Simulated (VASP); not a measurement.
The system is GaAs.

```
Ga As
1.0
     0.00000    2.82685    2.82685
     2.82685    0.00000    2.82685
     2.82685    2.82685    0.00000
Ga As
1 1
Cartesian
  0.0000 0.0000 0.0000
  4.2403 4.2403 4.2403
```

Base run:

```yaml
Program: VASP 6.6.1
Functional: r2SCAN
Potentials_or_basis: VASP PAW PBE potentials, release 64 (Ga_d, As)
Cutoff: 550 eV
k_mesh: 11 × 11 × 11
Occupations: fermi-dirac, width 0.05 eV
Spin: no spin polarisation
```

Its results: band gap on the k mesh 1.00 eV, direct; pressure 0.6 GPa.

Task: After a change of settings the same cell gave: band gap on the k mesh 0.33 eV, direct; pressure -1.6 GPa. Which change was it?
A. functional from r2SCAN to PBEsol; cutoff from 550 eV to 500 eV
B. functional from r2SCAN to PBE; cutoff from 550 eV to 520 eV; further incar settings from ALGO = Normal; EDIFF = 1e-06; NBANDS = 16 to ALGO = Normal; EDIFF = 1e-08; NBANDS = 16
C. functional from r2SCAN to PBE; cutoff from 550 eV to 520 eV
D. functional from r2SCAN to LDA; potentials or basis from VASP PAW PBE potentials, release 64 (Ga_d, As) to VASP PAW LDA potentials, release 64 (Ga_d, As); cutoff from 550 eV to 500 eV

Result: D.

Caveats: the PAW data sets were made with another functional, which shifts forces and pressure a little (some runs).
